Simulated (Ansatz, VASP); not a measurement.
La5O: VASP beside Ansatz

```
CELL_PARAMETERS angstrom
0.00000 4.63996 4.63996
4.63996 0.00000 4.63996
4.63996 4.63996 0.00000
ATOMIC_POSITIONS crystal
La 0.12767 0.62411 0.62411
La 0.62411 0.62411 0.62411
La 0.62411 0.12767 0.62411
La 0.62411 0.62411 0.12767
La 0.25000 0.25000 0.25000
O 0.00000 0.00000 0.00000
```

Change from the starting cell: species swapped into the DyCu5 type (F-43m, No. 216).

Alike in both runs: functional PBE; k mesh 4 × 4 × 4; occupations gaussian, width 0.1 eV; no spin polarisation.

Ansatz relaxed the structure, and its values are those at the end. VASP's run is a single point on that final structure, the one shown.

|  | VASP | Ansatz |
| --- | --- | --- |
| version | VASP 6.6.1 | Ansatz 0.2.0 |
| potentials or method | VASP PAW PBE potentials, release 64 (La, O), cutoff 520 eV | scalar-relativistic, plane waves, PAW |
| valence electrons in the cell | 61 | 61 |

```csv
,VASP,Ansatz,Ansatz less VASP
gap on the k mesh at the Fermi level (eV),none,none,-
pressure (GPa),0.1,0.1,-0.01
rms of the force components (eV/Å),0.007,0.002,-0.0054
```

A gap of «none» marks a metal or a gap that the smearing closes.

Spin-orbit coupling is off throughout.
